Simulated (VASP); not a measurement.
# Ta (Fd-3m) in VASP: further runs

Ta is run at these levels: PBE; tasks: relaxation of cell and atoms, single point.

Program: VASP 6.6.1. These are calculated values, not measurements. Logs are shortened: lines on timing, memory, paths and dates and some standing lists are left out, and cuts for length are marked.

## 1. The cell of the first run

The structure is cubic, space group Fd-3m (No. 227). The conventional cell has a = 5.800 Å, b = 5.800 Å, c = 5.800 Å, α = 90.00°, β = 90.00°, γ = 90.00°. Within 3.3 Å of Ta (site symmetry -43m) lie 4 Ta at 2.51 Å.

This isn't the form of Ta at room conditions, which is bcc.

## 2. Relaxation of cell and atoms, PBE

Contents of INCAR:

```
SYSTEM = Ta
ALGO     = Normal         ! electronic algorithm
EDIFF    = 1E-7           ! SCF threshold, eV
EDIFFG   = -0.01          ! ionic threshold
ENCUT    = 600            ! plane-wave cutoff, eV
GGA      = PE             ! functional
IBRION   = 2              ! ionic algorithm
ISIF     = 3              ! what is computed and relaxed
ISMEAR   = -1             ! smearing method
LASPH    = .TRUE.         ! aspherical terms in the spheres
LCHARG   = .FALSE.        ! write CHGCAR
LREAL    = .FALSE.        ! projectors in reciprocal space
LWAVE    = .FALSE.        ! write WAVECAR
NELM     = 80             ! most SCF steps
NSW      = 80             ! ionic steps
PREC     = Accurate       ! precision mode
SIGMA    = 0.1            ! smearing width, eV
```

Contents of KPOINTS:

```
k-points
0
G
  9 9 9
  0 0 0
```

Contents of POSCAR:

```
Ta
1.0
    0.0000000000      2.8998653517      2.8998653517
    2.8998653517      0.0000000000      2.8998653517
    2.8998653517      2.8998653517      0.0000000000
Ta
2
Direct
    0.1250000000      0.1250000000      0.1250000000
    0.8750000000      0.8750000000      0.8750000000
```

Potentials or basis: VASP PAW PBE potentials, release 64 (Ta_pv).

Run with:

```bash
$ cat potpaw_PBE.64/Ta_pv/POTCAR > POTCAR
$ mpirun -np 1 vasp_std > vasp.out
```

OUTCAR:

```text
SYSTEM = Ta
   EDIFF = 1E-7
   EDIFFG = -0.01
   ENCUT = 600
   GGA = PE
   IBRION = 2
   ISIF = 3
   ISMEAR = -1
   LASPH = .TRUE.
   LREAL = .FALSE.
   NELM = 80
   NSW = 80
   PREC = Accurate

 ion  position               nearest neighbor table
   1  0.125  0.125  0.125-   2 2.51   2 2.51   2 2.51   2 2.51
   2  0.875  0.875  0.875-   1 2.51   1 2.51   1 2.51   1 2.51

  LATTYP: Found a face centered cubic cell.
 ALAT       =     5.7997307034

  Lattice vectors:

 A1 = (   0.0000000000,   2.8998653517,   2.8998653517)
 A2 = (   2.8998653517,   0.0000000000,   2.8998653517)
 A3 = (   2.8998653517,   2.8998653517,   0.0000000000)

Analysis of symmetry for initial positions (statically):
=====================================================================
 Subroutine PRICEL returns:
 Original cell was already a primitive cell.

 Routine SETGRP: Setting up the symmetry group for a
 face centered cubic supercell.

 Subroutine GETGRP returns: Found 48 space group operations
 (whereof 12 operations were pure point group operations)
 out of a pool of 48 trial point group operations.

The static configuration has the point symmetry D_3d.
 The point group associated with its full space group is O_h .

Analysis of symmetry for dynamics (positions and initial velocities):
=====================================================================
 Subroutine PRICEL returns:
 Original cell was already a primitive cell.

 Routine SETGRP: Setting up the symmetry group for a
 face centered cubic supercell.

 Subroutine GETGRP returns: Found 48 space group operations
 (whereof 12 operations were pure point group operations)
 out of a pool of 48 trial point group operations.

The dynamic configuration has the point symmetry D_3d.
 The point group associated with its full space group is O_h .

 Subroutine INISYM returns: Found 48 space group operations
 (whereof 12 operations are pure point group operations),
 and found     1 'primitive' translations

----------------------------------------------------------------------------------------

                                     Primitive cell

  volume of cell :      48.7712

  direct lattice vectors                    reciprocal lattice vectors
     0.000000000  2.899865352  2.899865352    -0.172421799  0.172421799  0.172421799
     2.899865352  0.000000000  2.899865352     0.172421799 -0.172421799  0.172421799
     2.899865352  2.899865352  0.000000000     0.172421799  0.172421799 -0.172421799

  length of vectors
     4.101028909  4.101028909  4.101028909     0.298643316  0.298643316  0.298643316

  position of ions in fractional coordinates (direct lattice)
     0.125000000  0.125000000  0.125000000
     0.875000000  0.875000000  0.875000000

  ion indices of the primitive-cell ions
   primitive index   ion index
[... 95 lines left out ...]
  volume/ion in A,a.u.               =      24.39       164.56
  Fermi-wavevector in a.u.,A,eV,Ry     =   1.255532  2.372612 21.447699  1.576361
  Thomas-Fermi vector in A             =   2.389284
   LORBIT       =      0    0 simple, 1 ext, 2 COOP (PROOUT), +10 PAW based schemes
   GGA     = PE    functional components
   LHFCALC =     F    Hartree Fock is set to
   AEXX    =    0.0000 exact exchange contribution
   IVDW    =     0    specifies the selected vdW correction
   LEPSILON=     F    determine dielectric tensor
   LRPA    =     F    only Hartree local field effects (RPA)
 conjugate gradient relaxation of ions
 non-spin polarized calculation
  energy-cutoff  :      600.00
  volume of cell :       48.77
 maximum number of plane-waves:      1645
 NGX is ok and might be reduce to    36
   NGX = 17   NGY = 17   NGZ = 17

--------------------------------------- Ionic step        1  -------------------------------------------

 number of electron      22.0000003 magnetization

 Free energy of the ion-electron system (eV)
  ---------------------------------------------------
  ext. energy  EPLUGINS =         0.00000000
  ---------------------------------------------------
  free energy    TOTEN  =       -17.59986779 eV

  energy without entropy =      -17.47915432  energy(sigma->0) =      -17.53951105

------------------------ aborting loop because EDIFF is reached ----------------------------------------

  FORCE on cell =-STRESS in cart. coord.  units (eV):
  Direction    XX          YY          ZZ          XY          YZ          ZX
  --------------------------------------------------------------------------------------
  -------------------------------------------------------------------------------------
  Total        4.2944467      4.2944467      4.2944467     -0.0000000      0.0000000      0.0000000
  in kB      141.0763779    141.0763779    141.0763779     -0.0000000      0.0000000      0.0000000
  external PRESSURE =     141.0763779 kB  Pullay stress =       0.0000000 kB
[... 59 lines left out ...]
--------------------------------------- Ionic step        3  -------------------------------------------

 number of electron      21.9999999 magnetization

 E-fermi :   1.9770     XC(G=0):  -9.9898

 val. band max:        1.9722459493   @ k =  -0.4444   0.4444   0.1111
 cond. band min:       1.9914879407   @ k =   0.3333   0.2222   0.0000
 fundamental gap:      0.0192419914
 Fermi energy:         1.9770039514

 k-point     1 :       0.0000    0.0000    0.0000
  band No.  band energies     occupation
      1     -32.1737      2.00000
      2     -32.1737      2.00000
      3     -32.1737      2.00000
      4     -31.3899      2.00000
      5     -31.3899      2.00000
      6     -31.3899      2.00000
      7      -3.5927      2.00000
      8       1.0263      1.99985
      9       1.0263      1.99985
     10       1.6773      1.90492
     11       1.6773      1.90492
     12       1.6773      1.90492
     13       3.9692      0.00000
     14       3.9692      0.00000
[... 450 lines left out ...]
--------------------------------------- Ionic step        4  -------------------------------------------

 number of electron      22.0000000 magnetization

 Free energy of the ion-electron system (eV)
  ---------------------------------------------------
  ext. energy  EPLUGINS =         0.00000000
  ---------------------------------------------------
  free energy    TOTEN  =       -17.92331119 eV

  energy without entropy =      -17.79166699  energy(sigma->0) =      -17.85748909

 E-fermi :   1.9942     XC(G=0): -10.0033

 val. band max:        1.9901860983   @ k =   0.3333   0.0000   0.0000
 cond. band min:       2.0095585481   @ k =   0.3333   0.2222   0.0000
 fundamental gap:      0.0193724499
 Fermi energy:         1.9941834775

 k-point     1 :       0.0000    0.0000    0.0000
  band No.  band energies     occupation
      1     -32.1553      2.00000
      2     -32.1553      2.00000
      3     -32.1553      2.00000
      4     -31.3647      2.00000
      5     -31.3647      2.00000
      6     -31.3647      2.00000
      7      -3.5839      2.00000
      8       1.0364      1.99986
      9       1.0364      1.99986
     10       1.6943      1.90507
     11       1.6943      1.90507
     12       1.6943      1.90507
     13       3.9921      0.00000
     14       3.9921      0.00000
[... 444 lines left out ...]
  FREE ENERGIE OF THE ION-ELECTRON SYSTEM (eV)
  ---------------------------------------------------
  free  energy   TOTEN  =       -17.9233111875 eV

  energy  without entropy=      -17.7916669874  energy(sigma->0) =      -17.85748909

 reached required accuracy - stopping structural energy minimisation
```

Wall time 1.9 min (1 thread of Intel Xeon Platinum 8259CL at 2.50GHz (Skylake/Cascade Lake), shared host); peak memory 0.22 GiB.

Results:

* Free energy: -17.9233 eV
* Relaxed volume: 28.48 Å³/atom
* Relaxed cell: a = 4.319 Å, b = 4.319 Å, c = 4.319 Å, α = 60.00°, β = 60.00°, γ = 60.00°
* Space group after relaxing (to 0.1 Å): Fd-3m (No. 227)
* Energy gained by relaxing: 161.7 meV/atom
* Ionic steps: 4
* Pressure after relaxing: 0.0 GPa
* Band gap on the k mesh: zero (bands 11 and 12 overlap by 0.66 eV)

Step by step:
```csv
step,energy change (eV),largest force (eV/Å),pressure (GPa),volume (Å³)
1,0.0000,0.0000,14.11,48.77
2,-0.0943,0.0000,-7.72,65.55
3,-0.3234,0.0000,-0.18,57.14
4,-0.3234,0.0000,0.04,56.96
```

Final structure:
```xyz
2
Lattice="0.0000 3.0539 3.0539 3.0539 0.0000 3.0539 3.0539 3.0539 0.0000" Properties=species:S:1:pos:R:3 pbc="T T T"
Ta    0.7635    0.7635    0.7635
Ta    5.3443    5.3443    5.3443
```

Caveat: the volume moved by over 15 % at a fixed basis, so the end points are rough; spin-orbit coupling is left out, which moves the levels of the heavy elements.

## 3. Single point, PBE

This run uses another cell than the first one, of 28.46 Å³/atom.

Contents of INCAR:

```
SYSTEM = Ta
PREC     = Accurate       ! precision mode
ENCUT    = 520            ! plane-wave cutoff, eV
EDIFF    = 1E-6           ! SCF threshold, eV
ISMEAR   = -1             ! smearing method
SIGMA    = 0.1            ! smearing width, eV
LREAL    = .FALSE.        ! projectors in reciprocal space
LASPH    = .TRUE.         ! aspherical terms in the spheres
NELM     = 80             ! most SCF steps
ALGO     = Normal         ! electronic algorithm
ISIF     = 2              ! what is computed and relaxed
LWAVE    = .FALSE.        ! write WAVECAR
LCHARG   = .FALSE.        ! write CHGCAR
GGA      = PE             ! functional
NBANDS   = 18             ! bands
```

Contents of KPOINTS:

```
Automatic mesh
0
G
  15 15 15
  0 0 0
```

Contents of POSCAR:

```
Ta
1.0
    0.0000000000      3.0529549985      3.0529549985
    3.0529549985      0.0000000000      3.0529549985
    3.0529549985      3.0529549985      0.0000000000
Ta
2
Direct
    0.1250000000      0.1250000000      0.1250000000
    0.8750000000      0.8750000000      0.8750000000
```

Potentials or basis: VASP PAW PBE potentials, release 64 (Ta_pv).

Run with:

```bash
$ cat potpaw_PBE.64/Ta_pv/POTCAR > POTCAR
$ mpirun -np 1 vasp_std > vasp.out
```

Run time: 72 s. Hardware: 1 thread of Intel Xeon Platinum 8259CL at 2.50GHz (Skylake/Cascade Lake), shared host; peak memory 0.24 GiB.

It converged, with:

| Property | Result |
| --- | --- |
| Free energy | -17.9239 eV |
| Pressure | 0.1 GPa |
| Band gap on the k mesh | zero (bands 11 and 12 overlap by 0.77 eV) |

Levels at points of the mesh, in eV from the Fermi level:
| k point | band 9 | band 10 | band 11 | band 12 | band 13 | band 14 |
| --- | --- | --- | --- | --- | --- | --- |
| (0.00, 0.00, 0.00) | -0.96 | -0.30 | -0.30 | -0.30 | 2.00 | 2.00 |

Caveat: spin-orbit coupling is left out, which moves the levels of the heavy elements.

## 4. Single point, PBE, non-collinear spin, zero start, spin-orbit coupling

This run uses another cell than the first one, of 28.46 Å³/atom.

Contents of INCAR:

```
SYSTEM = Ta
  PREC = Accurate
  ENCUT = 520
  EDIFF = 1E-6
  ISMEAR = -1
  SIGMA = 0.1
  LREAL = .False.
  LASPH = .True.
  NELM = 150
  ALGO = Normal
  ISIF = 2
  LWAVE = .False.
  LCHARG = .False.
  LNONCOLLINEAR = .True.
  MAGMOM = 0 0 0 0 0 0
  LORBIT = 11
  LSORBIT = .True.
  GGA_COMPAT = .False.
  LORBMOM = .True.
  LMAXMIX = 4
  GGA = PE
  NBANDS = 34
```

Contents of KPOINTS:

```
Automatic mesh
0
Gamma
  9 9 9
  0 0 0
```

POSCAR is that of step 3.

Potentials or basis: VASP PAW PBE potentials, release 64 (Ta_pv).

Run with:

```bash
$ cat potpaw_PBE.64/Ta_pv/POTCAR > POTCAR
$ mpirun -np 1 vasp_ncl > vasp.out
```

OUTCAR:

```text
SYSTEM = Ta
   PREC = Accurate
   ENCUT = 520
   EDIFF = 1E-6
   ISMEAR = -1
   LREAL = .False.
   LASPH = .True.
   NELM = 150
   ISIF = 2
   LNONCOLLINEAR = .True.
   LORBIT = 11
   LSORBIT = .True.
   GGA = PE

 ion  position               nearest neighbor table
   1  0.125  0.125  0.125-   2 2.64   2 2.64   2 2.64   2 2.64
   2  0.875  0.875  0.875-   1 2.64   1 2.64   1 2.64   1 2.64

  LATTYP: Found a face centered cubic cell.
 ALAT       =     6.1059099970

  Lattice vectors:

 A1 = (   0.0000000000,   3.0529549985,   3.0529549985)
 A2 = (   3.0529549985,   0.0000000000,   3.0529549985)
 A3 = (   3.0529549985,   3.0529549985,   0.0000000000)

Analysis of symmetry for initial positions (statically):
[... 1185 lines left out ...]
     0.0000000     0.0000000     0.0000000     0.0000000     0.0000000     0.0000000     0.0000000
     0.0000000     0.0000000     0.0000000     0.0000000     0.0000000     0.0000000     0.0000000
     0.0000000     0.0000000     0.0000000     0.0000000     0.0000000     0.0000000     0.0000000
     0.0000000     0.0000000     0.0000000     0.0000000     0.0000000     0.0000000     0.0000000
     0.0000000     0.0000000     0.0000000     0.0000000     0.0000000     0.0000000     0.0000000
     0.0000000     0.0000000     0.0000000     0.0000000     0.0000000     0.0000000     0.0000000

 total charge

# of ion       s       p       d       tot
------------------------------------------
    1        0.473   6.014   2.503   8.990
    2        0.473   6.014   2.503   8.990
--------------------------------------------------
tot          0.946  12.028   5.006  17.980

 magnetization (x)

# of ion       s       p       d       tot
------------------------------------------
    1        0.000   0.000  -0.000  -0.000
    2        0.000   0.000  -0.000  -0.000
--------------------------------------------------
tot          0.000   0.000  -0.000  -0.000

 magnetization (y)

# of ion       s       p       d       tot
------------------------------------------
    1       -0.000   0.000  -0.000  -0.000
    2       -0.000   0.000  -0.000  -0.000
--------------------------------------------------
tot         -0.000   0.000  -0.000  -0.000

 magnetization (z)

# of ion       s       p       d       tot
------------------------------------------
    1        0.000   0.000   0.000   0.000
    2       -0.000   0.000   0.000  -0.000
--------------------------------------------------
tot         -0.000   0.000   0.000  -0.000
```

OSZICAR:

```text
N       E                     dE             d eps       ncg     rms          rms(c)
DAV:   1     0.199568494088E+03    0.19957E+03   -0.11960E+04  2380   0.125E+03
DAV:   2    -0.123499957601E+02   -0.21192E+03   -0.20485E+03  2774   0.375E+02
DAV:   3    -0.196093514796E+02   -0.72594E+01   -0.68296E+01  3030   0.648E+01
DAV:   4    -0.197566002104E+02   -0.14725E+00   -0.14619E+00  2824   0.872E+00
DAV:   5    -0.197603977769E+02   -0.37976E-02   -0.37926E-02  3130   0.120E+00    0.120E+01
DAV:   6    -0.194857624577E+02    0.27464E+00   -0.48607E-01  2838   0.530E+00    0.622E+00
DAV:   7    -0.194319735558E+02    0.53789E-01   -0.17405E-01  2960   0.353E+00    0.175E+00
DAV:   8    -0.194286163212E+02    0.33572E-02   -0.68341E-03  2724   0.613E-01    0.782E-01
DAV:   9    -0.194277583947E+02    0.85793E-03   -0.30106E-03  2826   0.299E-01    0.777E-02
DAV:  10    -0.194278157081E+02   -0.57313E-04   -0.12128E-04  2774   0.718E-02    0.295E-02
DAV:  11    -0.194278243949E+02   -0.86868E-05   -0.86200E-06  2926   0.228E-02    0.469E-03
DAV:  12    -0.194278243469E+02    0.48020E-07   -0.20756E-07  1686   0.360E-03
   1 F= -.19427824E+02 E0= -.19363120E+02  d E =-.129409E+00  mag=    -0.0000    -0.0000     0.0000
```

stdout:

```text
POSCAR found type information on POSCAR Ta
 POSCAR found :  1 types and       2 ions
 scaLAPACK will be used
 LDA part: xc-table for (Slater+PW92), standard interpolation
 POSCAR, INCAR and KPOINTS ok, starting setup
 FFT: planning ... GRIDC
 FFT: planning ... GRID_SOFT
 FFT: planning ... GRID
 WAVECAR not read
 entering main loop
```

It took 1.8 min on 1 thread of Intel Xeon Platinum 8259CL at 2.50GHz (Skylake/Cascade Lake), shared host; peak memory 0.34 GiB.

Results:

```yaml
Free_energy: -19.4278 eV
Pressure: 0.0 GPa
Net_moment: 0.00 μB per cell
Valence_electrons_inside_the_program's_atomic_spheres: Ta 8.99
```

Moments on the atoms (μB; x, y, z):
```
Ta  0.00 0.00 0.00
Ta  0.00 0.00 0.00
```

## 5. The runs side by side

| task | spin | cell | k mesh | cutoff (eV) | gap on the mesh (eV) | pressure (GPa) |
| --- | --- | --- | --- | --- | --- | --- |
| relaxation of cell and atoms | off | relaxed from a = 4.101 Å, angles 60.0°, 2 atoms | 9 × 9 × 9 | 600 | none | 0.0 |
| single point | off | a = 4.318 Å, angles 60.0°, 2 atoms | 15 × 15 × 15 | 520 | none | 0.1 |
| single point | non-collinear, zero start, SOC | a = 4.318 Å, angles 60.0°, 2 atoms | 9 × 9 × 9 | 520 | - | 0.0 |

Alike in all rows: level PBE; potentials or basis VASP PAW PBE potentials, release 64 (Ta_pv); smearing fermi-dirac 0.1 eV.

Caveats: spin-orbit coupling is left out, which moves the levels of the heavy elements (at least some runs); the volume moved by over 15 % at a fixed basis, so the end points are rough (at least some runs).

Absolute energies hang on the potentials; compare differences alone.
